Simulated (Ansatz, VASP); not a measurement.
**TiPd3 in VASP and in Ansatz**

```
Ti Pd
1.0
     3.74202    0.00000    0.00000
     0.00000    3.74202    0.00000
     0.00000    0.00000    3.74202
Ti Pd
1 3
Direct
  0.00000 0.00000 0.00000
  0.00000 0.50000 0.50000
  0.50000 0.00000 0.50000
  0.50000 0.50000 0.00000
```

Change from the starting cell: volume scaled by 0.94, crystal datasets.

Alike in both runs: task electric field gradients; functional LDA; k mesh 11 × 11 × 11; occupations fermi-dirac, width 0.05 eV; no spin polarisation.

```csv
,VASP,Ansatz
version,VASP 6.6.1,Ansatz 0.2.0
potentials or method,"VASP PAW LDA potentials, release 64 (Ti_sv, Pd), cutoff 520 eV","all-electron PAW with datasets made for the crystal, scalar-relativistic"
```

Ansatz gave:

```
pressure (GPa)                                       : 19.5
size of Vzz on the site where it differs most (V/Å²) : 87.4
```

**Question.** Which values does VASP return?

**Answer.** Pressure (GPa): 20.0; size of Vzz on the site where it differs most (V/Å²): 68.3.

LDA's correlation is that of Perdew and Zunger in VASP and of Perdew and Wang (1992) in Ansatz. Ansatz ran all-electron here, and VASP with PAW potentials.
